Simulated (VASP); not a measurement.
**Pt: single point with LDA**

Pt:

```
CELL_PARAMETERS angstrom
0.00000 1.87340 2.18626
1.87340 0.00000 2.18626
1.87340 1.87340 0.00000
ATOMIC_POSITIONS crystal
Pt 0.00000 0.00000 0.00000
```

This cell differs from its parent crystal: volume 15.346 Å^3 an atom, c/a of the conventional cell 1.1670.

| Item | Value |
| --- | --- |
| Program | VASP 6.6.1 |
| Task | single point |
| Functional | LDA |
| Potentials or basis | VASP PAW LDA potentials, release 64 (Pt) |
| Cutoff | 520 eV |
| k mesh | 22 × 22 × 22 |
| Occupations | gaussian, width 0.15 eV |
| Spin | no spin polarisation |
| Dipole correction | no |
| Further INCAR settings | ALGO = Fast; EDIFF = 1e-07; NBANDS = 11 |

| Quantity | Value |
| --- | --- |
| Pressure | -6.6 GPa |
| Band gap on the k mesh | zero (band 5 reaches 12.15 eV, above the bottom of band 6 at 9.22 eV) |

Stress tensor (GPa, compression positive):
```
  0.28   0.00   0.00
  0.00   0.28   0.00
  0.00   0.00 -20.36
```

Levels at points of the mesh, in eV from the Fermi level:
```tsv
k point	band 3	band 4	band 5	band 6	band 7	band 8
(0.00, 0.00, 0.00)	-2.85	-2.85	-2.73	-0.48	15.14	17.28
(0.50, 0.00, 0.00)	-2.81	-0.25	-0.19	0.39	6.01	13.56
(0.50, 0.50, 0.00)	0.17	0.33	0.45	0.45	6.28	13.31
(0.50, 0.00, 0.50)	-0.34	-0.19	1.43	2.96	10.28	10.29
```

Run time: 81 s on 1 thread of Intel Xeon 6975P-C, on a shared host, peak memory 0.25 GiB.

Caveat: spin-orbit coupling is left out, which moves the levels of the heavy elements.
